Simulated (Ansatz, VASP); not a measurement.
# InSb in VASP and in Ansatz

INCAR

```
PREC     = Accurate       # precision mode
ENCUT    = 520            # plane-wave cutoff, eV
EDIFF    = 1E-6           # SCF threshold, eV
ISMEAR   = 0              # smearing method
SIGMA    = 0.15           # smearing width, eV
LREAL    = False          # projectors in reciprocal space
LASPH    = True           # aspherical terms in the spheres
NELM     = 80             # most SCF steps
ALGO     = Normal         # electronic algorithm
ISIF     = 2              # what is computed and relaxed
LWAVE    = False          # write WAVECAR
LCHARG   = True           # write CHGCAR
GGA      = PE             # functional
LELF     = True           # ELF
LVHAR    = True         
NBANDS   = 16             # bands
```

File KPOINTS:

```
Automatic mesh
0
Gamma
  16 16 8
```

POSCAR

```
InSb
1.0
    2.9843563200      0.0000000000      0.0000000000
    0.0000000000      2.9843563200      0.0000000000
    0.0000000000      0.0000000000      6.3087020500
In Sb
1 1
Direct
    0.0000000000      0.0000000000      0.0000000000
    0.0000000000      0.0000000000      0.5000000000
```

Input for Ansatz:

```yaml
crystal:
  lattice:
    - [2.98435632, 0.0, 0.0]
    - [0.0, 2.98435632, 0.0]
    - [0.0, 0.0, 6.30870205]
  atoms:
    - { symbol: In, position: [0.0, 0.0, 0.0] }
    - { symbol: Sb, position: [0.0, 0.0, 0.5] }
basis:
  ecutwfc: 420
kpoints:
  mp_grid: { grid: [16, 16, 8] }
hamiltonian:
  xc: pbe
scf:
  occupations: { method: gaussian, width: 0.15 }
output:
  forces: true
  stress: true
  eigenvalues: true
  write_density: true
  write_potential: true
  elf: true
  volumetric_format: npy
```

Change from the starting cell: strain -0.030 along x and y, +0.015 along z, atoms carried along.

Alike in both runs: task single point; functional PBE; k mesh 16 × 16 × 8; occupations gaussian, width 0.15 eV; no spin polarisation.

|  | VASP | Ansatz |
| --- | --- | --- |
| version | VASP 6.6.1 | Ansatz 0.2.0 |
| potentials or method | VASP PAW PBE potentials, release 64 (In_d, Sb), cutoff 520 eV | scalar-relativistic, plane waves, PAW |
| valence electrons in the cell | 18 | 28 |

|  | VASP | Ansatz | Ansatz less VASP |
| --- | --- | --- | --- |
| gap on the k mesh at the Fermi level (eV) | none | none | - |
| pressure (GPa) | 3.2 | 3.3 | 0.00 |
| traceless stress, the component that is largest in VASP (GPa) | -3.74 | -3.72 | +0.015 |

A gap of «none» marks a metal or a gap that the smearing closes. VASP's potentials hold 18 valence electrons a cell and Ansatz's 28, so a difference there can come from the potentials and not from the codes.

Neither program's run includes spin-orbit coupling.
